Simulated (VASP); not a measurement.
# ZnCd2S (P6/mmm) in VASP: notebook

The runs below take ZnCd2S through single point, relaxation of cell and atoms, with PBE.

Program: VASP 6.6.1. These are calculated values, not measurements. Logs are shortened: lines on timing, memory, paths and dates and some standing lists are left out, and cuts for length are marked.

**1. The cell of the first run**

The structure is hexagonal, space group P6/mmm (No. 191). Conventional cell: a = 2.871 Å, b = 2.871 Å, c = 11.741 Å, α = 90.00°, β = 90.00°, γ = 120.00°. Zn (site symmetry 6/mmm) has 6 Zn at 2.87 Å and 2 Cd at 3.03 Å within 3.8 Å. Cd (site symmetry 6mm) has 1 S at 2.84 Å and 6 Cd at 2.87 Å and 1 Zn at 3.03 Å within 3.7 Å. Within 3.7 Å of S (site symmetry 6/mmm) lie 2 Cd at 2.84 Å and 6 S at 2.87 Å.

The cell was built from a structure type or drawn by symmetry, and may not be a known phase.

**2. Single point, PBE**

Input file INCAR:

```
SYSTEM = ZnCd2S
PREC = Accurate ; ENCUT = 520
EDIFF = 1E-7 ; ISMEAR = 0
SIGMA = 0.1 ; LREAL = .False.
LASPH = .True. ; NELM = 100
ALGO = Normal ; ISIF = 2
LWAVE = .False. ; LCHARG = .False.
GGA = PE ; NBANDS = 29
```

Input file KPOINTS:

```
Automatic mesh
0
Gamma
  6 6 2
  0 0 0
```

Input file POSCAR:

```
ZnCd2S
1.0
    2.8714898435     -0.0000000022      0.0000000000
   -1.4357449199      2.4867831523      0.0000000000
    0.0000000000      0.0000000000     11.7410623893
Zn Cd S
1 2 1
Direct
    0.0000000000      0.0000000000      0.5000000000
    0.0000000000      0.0000000000      0.2420466669
    0.0000000000      0.0000000000      0.7579533331
    0.0000000000      0.0000000000      0.0000000000
```

Potentials or basis: VASP PAW PBE potentials, release 64 (Zn, Cd, S).

Started as:

```
cat potpaw_PBE.64/Zn/POTCAR potpaw_PBE.64/Cd/POTCAR potpaw_PBE.64/S/POTCAR > POTCAR
mpirun -np 1 vasp_std > vasp.out
```

OUTCAR:

```text
SYSTEM = ZnCd2S
   PREC = Accurate
   ENCUT = 520
   EDIFF = 1E-7
   ISMEAR = 0
   LREAL = .False.
   LASPH = .True.
   NELM = 100
   ISIF = 2
   GGA = PE

 ion  position               nearest neighbor table
   1  0.000  0.000  0.500-   2 3.03   3 3.03
   2  0.000  0.000  0.242-   4 2.84   1 3.03
   3  0.000  0.000  0.758-   4 2.84   1 3.03
   4  0.000  0.000  0.000-   2 2.84   3 2.84

  LATTYP: Found a hexagonal cell.
 ALAT       =     2.8714898435
 C/A-ratio  =     4.0888399504

  Lattice vectors:

 A1 = (   2.8714898435,  -0.0000000022,   0.0000000000)
 A2 = (  -1.4357449199,   2.4867831523,   0.0000000000)
 A3 = (   0.0000000000,   0.0000000000,  11.7410623893)

Analysis of symmetry for initial positions (statically):
=====================================================================
 Subroutine PRICEL returns:
 Original cell was already a primitive cell.

 Routine SETGRP: Setting up the symmetry group for a
 hexagonal supercell.

 Subroutine GETGRP returns: Found 24 space group operations
 (whereof 24 operations were pure point group operations)
 out of a pool of 24 trial point group operations.

The static configuration has the point symmetry D_6h.

Analysis of symmetry for dynamics (positions and initial velocities):
=====================================================================
 Subroutine PRICEL returns:
 Original cell was already a primitive cell.

 Routine SETGRP: Setting up the symmetry group for a
 hexagonal supercell.

 Subroutine GETGRP returns: Found 24 space group operations
 (whereof 24 operations were pure point group operations)
 out of a pool of 24 trial point group operations.

The dynamic configuration has the point symmetry D_6h.

 Subroutine INISYM returns: Found 24 space group operations
 (whereof 24 operations are pure point group operations),
 and found     1 'primitive' translations

----------------------------------------------------------------------------------------

                                     Primitive cell

  volume of cell :      83.8403
[... 74 lines left out ...]
   ISTART =      0    job   : 0-new  1-cont  2-samecut
   ICHARG =      2    charge: 1-file 2-atom 10-const
   ISPIN  =      1    spin polarized calculation?
   LNONCOLLINEAR =      F non collinear calculations
   LSORBIT =      F    spin-orbit coupling
   LASPH  =      T    aspherical Exc in radial PAW
   ENCUT  =  520.0 eV  38.22 Ry    6.18 a.u.   5.34  5.34 21.83*2*pi/ulx,y,z
   NELM   =    100;   NELMIN=  2; NELMDL= -5     # of ELM steps
   EDIFF  = 0.1E-06   stopping-criterion for ELM
   LREAL  =      F    real-space projection
   EDIFFG = 0.1E-05   stopping-criterion for IOM
   NSW    =      0    number of steps for IOM
   IBRION =     -1    ionic relax: 0-MD 1-quasi-New 2-CG
   NFREE  =      0    steps in history (QN), initial steepest desc. (CG)
   ISIF   =      2    stress and relaxation
   ISYM   =      2    0-nonsym 1-usesym 2-fastsym
   POTIM  = 0.5000    time-step for ionic-motion
   TEBEG  =    0.0;   TEEND  =   0.0 temperature during run
   PSTRESS=    0.0 pullay stress
   NELECT =      42.0000    total number of electrons
   NUPDOWN=      -1.0000    fix difference up-down
   EMIN   =  10.00;   EMAX   =-10.00  energy-range for DOS
   EFERMI =   0.00;   METHOD = LEGACY
   ISMEAR =     0;   SIGMA  =   0.10  broadening in eV -4-tet -1-fermi 0-gaus
   EFERMI_NEDOS =   21; number of points for ismear=-14 and -15
   IALGO  =     38    algorithm
   IMIX   =      4    mixing-type and parameters
     AMIX     =   0.40;   BMIX     =  1.00
     AMIX_MAG =   1.60;   BMIX_MAG =  1.00
  volume/ion in A,a.u.               =      20.96       141.45
  Fermi-wavevector in a.u.,A,eV,Ry     =   1.300191  2.457004 23.000593  1.690496
  Thomas-Fermi vector in A             =   2.431406
   LORBIT       =      0    0 simple, 1 ext, 2 COOP (PROOUT), +10 PAW based schemes
   GGA     = PE    functional components
   LHFCALC =     F    Hartree Fock is set to
   AEXX    =    0.0000 exact exchange contribution
   IVDW    =     0    specifies the selected vdW correction
   LEPSILON=     F    determine dielectric tensor
   LRPA    =     F    only Hartree local field effects (RPA)
 non-spin polarized calculation
 Gauss-broadening in eV      SIGMA  =   0.10
  energy-cutoff  :      520.00
  volume of cell :       83.84
 maximum number of plane-waves:      2288
 NGX is ok and might be reduce to    24
   NGX = 11   NGY = 11   NGZ = 43

 number of electron      41.9999990 magnetization

 Free energy of the ion-electron system (eV)
  ---------------------------------------------------
  ext. energy  EPLUGINS =         0.00000000
  ---------------------------------------------------
  free energy    TOTEN  =        -5.75338331 eV

  energy without entropy =       -5.72823549  energy(sigma->0) =       -5.74080940

 E-fermi :   2.7232     XC(G=0): -10.4736

 val. band max:        2.6967072685   @ k =   0.3333   0.1667   0.0000
 cond. band min:       2.7492935451   @ k =   0.1667   0.0000   0.0000
 fundamental gap:      0.0525862767
 Fermi energy:         2.7231711062

 k-point     1 :       0.0000    0.0000    0.0000
  band No.  band energies     occupation
      1     -11.8685      2.00000
      2      -6.8550      2.00000
      3      -6.8500      2.00000
      4      -6.1687      2.00000
      5      -6.1687      2.00000
      6      -6.1685      2.00000
[... 437 lines left out ...]
     28       7.8187      0.00000
     29       8.5476      0.00000

------------------------ aborting loop because EDIFF is reached ----------------------------------------

  FORCE on cell =-STRESS in cart. coord.  units (eV):
  Direction    XX          YY          ZZ          XY          YZ          ZX
  --------------------------------------------------------------------------------------
  -------------------------------------------------------------------------------------
  Total        0.2827036      0.2827036      0.0846112     -0.0000000      0.0000000     -0.0000000
  in kB        5.4024329      5.4024329      1.6169101     -0.0000000      0.0000000     -0.0000000
  external PRESSURE =       4.1405919 kB  Pullay stress =       0.0000000 kB

 VOLUME and BASIS-vectors are now :
 -----------------------------------------------------------------------------
  energy-cutoff  :      520.00
  volume of cell :       83.84
      direct lattice vectors                 reciprocal lattice vectors
     2.871489844 -0.000000002  0.000000000     0.348251275  0.201062967  0.000000000
    -1.435744920  2.486783152  0.000000000     0.000000000  0.402125935  0.000000000
     0.000000000  0.000000000 11.741062389     0.000000000  0.000000000  0.085171168

 POSITION                                       TOTAL-FORCE (eV/Angst)
 -----------------------------------------------------------------------------------
      0.00000      0.00000      5.87053         0.000000     -0.000000      0.000000
      0.00000      0.00000      2.84189        -0.000000      0.000000      0.040186
      0.00000      0.00000      8.89918        -0.000000     -0.000000     -0.040186
      0.00000      0.00000      0.00000         0.000000     -0.000000      0.000000
 -----------------------------------------------------------------------------------
    total drift:                                0.000000     -0.000000     -0.000000

  FREE ENERGIE OF THE ION-ELECTRON SYSTEM (eV)
  ---------------------------------------------------
  free  energy   TOTEN  =        -5.7533833141 eV

  energy  without entropy=       -5.7282354869  energy(sigma->0) =       -5.74080940
```

It took 25 s on 1 thread of Intel Xeon 6975P-C (Granite Rapids), shared host; peak memory 0.22 GiB.

Results:

| Item | Value |
| --- | --- |
| Free energy | -5.7534 eV |
| Pressure | 0.4 GPa |
| Largest force | 0.040 eV/Å |
| Band gap on the k mesh | zero (bands 21 and 22 overlap by 1.54 eV) |

Forces in eV/Å, atoms in the order of the input:
```
Zn   0.000  0.000  0.000
Cd   0.000  0.000  0.040
Cd   0.000  0.000 -0.040
S    0.000  0.000  0.000
```

Stress tensor (GPa, compression positive):
```
0.54 0.00 0.00
0.00 0.54 0.00
0.00 0.00 0.16
```

Levels at points of the mesh, in eV from the Fermi level:
| k point | band 19 | band 20 | band 21 | band 22 | band 23 | band 24 |
| --- | --- | --- | --- | --- | --- | --- |
| (0.00, 0.00, 0.00) | -4.67 | -4.11 | 0.82 | 1.66 | 2.36 | 2.36 |
| (0.50, 0.00, 0.00) | -1.24 | -0.80 | -0.61 | 0.41 | 0.72 | 1.24 |
| (0.00, 0.00, 0.50) | -6.13 | -2.46 | -1.16 | 2.36 | 2.36 | 3.79 |
| (0.50, 0.00, 0.50) | -1.38 | -0.78 | -0.24 | 0.41 | 0.45 | 0.91 |

Caveat: the k points lie up to 0.42 Å⁻¹ apart, too coarse for converged energies and pressures of a metal.

**3. Single point, PBE**

This run uses another cell than the first one, of 25.43 Å³/atom.

Input file INCAR:

```
  PREC = Accurate
  ENCUT = 520
  EDIFF = 1E-6
  ISMEAR = 0
  SIGMA = 0.1
  LREAL = False
  LASPH = True
  NELM = 100
  ALGO = Normal
  ISIF = 2
  LWAVE = False
  LCHARG = False
  GGA = PE
  NBANDS = 29
```

Input file KPOINTS:

```
regular mesh
0
Gamma
  6 6 2
```

Input file POSCAR:

```
ZnCd2S
1.0
    3.8232818900      0.0000000000      0.0000000000
   -1.9116409400      3.3110592400      0.0000000000
    0.0000000000      0.0000000000      8.0345175500
Zn Cd S
1 2 1
Direct
    0.0000000000      0.0000000000      0.5000000000
    0.0000000000      0.0000000000      0.2266663800
    0.0000000000      0.0000000000      0.7733336200
    0.0000000000      0.0000000000      0.0000000000
```

Potentials or basis: VASP PAW PBE potentials, release 64 (Zn, Cd, S).

Started as:

```
cat potpaw_PBE.64/Zn/POTCAR potpaw_PBE.64/Cd/POTCAR potpaw_PBE.64/S/POTCAR > POTCAR
mpirun -np 1 vasp_std > vasp.out
```

Wall time 18 s (1 thread of Intel Xeon 6975P-C (Granite Rapids), shared host); peak memory 0.22 GiB.

The run converged. Its results:

- Free energy: 2.8195 eV
- Pressure: 46.3 GPa
- Largest force: 14.181 eV/Å
- Band gap on the k mesh: zero (bands 21 and 22 overlap by 1.57 eV)

Forces in eV/Å, atoms in the order of the input:
```
Zn    0.000   0.000   0.000
Cd    0.000   0.000  14.181
Cd    0.000   0.000 -14.181
S     0.000   0.000   0.000
```

Stress tensor (GPa, compression positive):
```
  1.00   0.00   0.00
  0.00   1.00   0.00
  0.00   0.00 136.83
```

Levels at points of the mesh, in eV from the Fermi level:
```csv
k point,band 17,band 18,band 19,band 20,band 21,band 22,band 23,band 24,band 25,band 26
"(0.00, 0.00, 0.00)",-6.00,-5.67,-1.04,-0.95,-0.95,2.55,6.39,6.54,6.54,7.40
"(0.50, 0.00, 0.00)",-3.86,-3.75,-3.61,-1.49,0.14,0.26,0.63,4.64,4.98,5.49
"(0.00, 0.00, 0.50)",-6.46,-4.19,-3.25,-0.86,-0.86,5.52,5.52,5.60,5.73,7.83
"(0.50, 0.00, 0.50)",-4.20,-3.28,-2.90,-1.37,-1.15,-1.04,2.88,3.64,3.66,5.97
```

Caveat: the k points lie up to 0.39 Å⁻¹ apart, too coarse for converged energies and pressures of a metal; forces of over 1 eV/Å act on the atoms, so gaps and moduli don't describe the material at rest.

**4. Relaxation of cell and atoms, PBE**

This run uses another cell than the first one, of 25.43 Å³/atom.

Input file INCAR:

```
PREC = Accurate
ENCUT = 600
EDIFF = 1E-6
ISMEAR = 0
SIGMA = 0.1
LREAL = F
LASPH = T
NELM = 80
ALGO = Normal
ISIF = 3
LWAVE = F
LCHARG = F
GGA = PE
IBRION = 2
NSW = 90
EDIFFG = -0.04
```

Input file KPOINTS:

```
Automatic mesh
0
Gamma
  6 6 2
```

POSCAR is that of step 3.

Started as:

```
cat potpaw_PBE.64/Zn/POTCAR potpaw_PBE.64/Cd/POTCAR potpaw_PBE.64/S/POTCAR > POTCAR
mpirun -np 1 vasp_std > vasp.out
```

Wall time 7.2 min (1 thread of Intel Xeon 6975P-C (Granite Rapids), shared host); peak memory 0.28 GiB.

The run converged. Its results:

- Free energy: -5.7277 eV
- Relaxed volume: 21.03 Å³/atom
- Relaxed cell: a = 2.882 Å, b = 2.882 Å, c = 11.693 Å, α = 90.00°, β = 90.00°, γ = 120.00°
- Space group after relaxing (to 0.1 Å): P6/mmm (No. 191)
- Energy gained by relaxing: 2136.7 meV/atom
- Ionic steps: 25
- Pressure after relaxing: -0.1 GPa
- Largest force after relaxing: 0.011 eV/Å
- Band gap on the k mesh: zero (bands 21 and 22 overlap by 1.47 eV)

Forces in eV/Å, atoms in the order of the input:
```
Zn   0.000  0.000  0.000
Cd   0.000  0.000  0.011
Cd   0.000  0.000 -0.011
S    0.000  0.000  0.000
```

Stress tensor (GPa, compression positive):
```
 0.00  0.00  0.00
 0.00  0.00  0.00
 0.00  0.00 -0.16
```

The path:
```
step  energy change (eV)  largest force (eV/Å)  pressure (GPa)  volume (Å³)
   1              0.0000               14.1800           46.23       101.71
   2              0.1430                0.3273          -17.68       211.30
   3             -5.9563                1.6056           -3.39       148.56
   4             -6.0397                1.7927           -3.19       146.42
   5             -6.4476                4.8760            3.32       124.00
   6             -6.3711                3.1161           -1.18       134.64
   7             -6.4453                3.6955            0.07       130.92
   8             -6.4529                3.8051            0.33       130.26
   9             -7.1507                1.2760           -4.17       132.93
  10             -7.1632                1.1446           -4.47       133.16
  11             -7.7348                0.9981           -3.50       119.03
  12             -8.0388                0.1856            1.38       101.12
  13             -8.0555                0.2779           -0.53       105.49
  14             -8.0598                0.1473            0.02       104.10
  15             -8.1485                0.1222           -0.50       101.04
  16             -8.2805                0.6498           -0.05        91.65
  17             -8.3937                0.3448           -0.96        89.84
  18             -8.4767                0.0426            1.46        83.24
  19             -8.4965                0.0618           -1.32        87.38
  20             -8.5436                0.0013           -0.68        85.38
  21             -8.5433                0.0012           -0.80        85.52
  22             -8.5366                0.0359            1.38        82.17
  23             -8.5464                0.0145           -0.07        84.30
  24             -8.5464                0.0145           -0.01        84.27
  25             -8.5469                0.0109           -0.05        84.11
```

Final structure:
```yaml
crystal:
  lattice:
    - [2.88208, 0.00000, 0.00000]
    - [-1.44104, 2.49596, 0.00000]
    - [0.00000, 0.00000, 11.69303]
  atoms:
    - { symbol: Zn, position: [0.00000, 0.00000, 0.50000] }
    - { symbol: Cd, position: [0.00000, 0.00000, 0.24267] }
    - { symbol: Cd, position: [0.00000, 0.00000, 0.75733] }
    - { symbol: S, position: [0.00000, 0.00000, 0.00000] }
```

Levels at points of the mesh, in eV from the Fermi level:
```tsv
k point	band 18	band 19	band 20	band 21	band 22	band 23	band 24	band 25
(0.00, 0.00, 0.00)	-6.82	-4.62	-4.09	0.88	1.74	2.31	2.31	6.97
(0.50, 0.00, 0.00)	-2.29	-1.27	-0.89	-0.62	0.40	0.74	1.17	2.37
(0.00, 0.00, 0.50)	-6.41	-6.11	-2.40	-1.13	2.31	2.31	3.87	5.50
(0.50, 0.00, 0.50)	-2.29	-1.41	-0.86	-0.25	0.40	0.46	0.83	3.45
```

Caveat: the k points lie up to 0.42 Å⁻¹ apart in the final cell, too coarse for converged energies and pressures of a metal; the volume moved by over 15 % at a fixed basis, so the end points are rough.

**5. The runs side by side**

| task | cell | cutoff (eV) | gap on the mesh (eV) | pressure (GPa) | largest force (eV/Å) |
| --- | --- | --- | --- | --- | --- |
| single point | a = 2.871, b = 2.871, c = 11.741 Å, angles 90.0, 90.0, 120.0°, 4 atoms, atomic positions A | 520 | none | 0.4 | 0.04 |
| single point | a = 3.823, b = 3.823, c = 8.035 Å, angles 90.0, 90.0, 120.0°, 4 atoms, atomic positions B | 520 | none | 46.3 | 14.18 |
| relaxation of cell and atoms | relaxed from a = 3.823, b = 3.823, c = 8.035 Å, angles 90.0, 90.0, 120.0°, 4 atoms, atomic positions B | 600 | none | -0.1 | 0.01 |

Alike in all rows: level PBE; potentials or basis VASP PAW PBE potentials, release 64 (Zn, Cd, S); no spin polarisation; k mesh 6 × 6 × 2; smearing gaussian 0.1 eV.

Caveats: all runs use coarse meshes; forces of over 1 eV/Å act on the atoms, so gaps and moduli don't describe the material at rest (at least some runs); the volume moved by over 15 % at a fixed basis, so the end points are rough (at least some runs).

Total energies depend on the potentials used, so only differences within one code and one set of settings carry meaning.
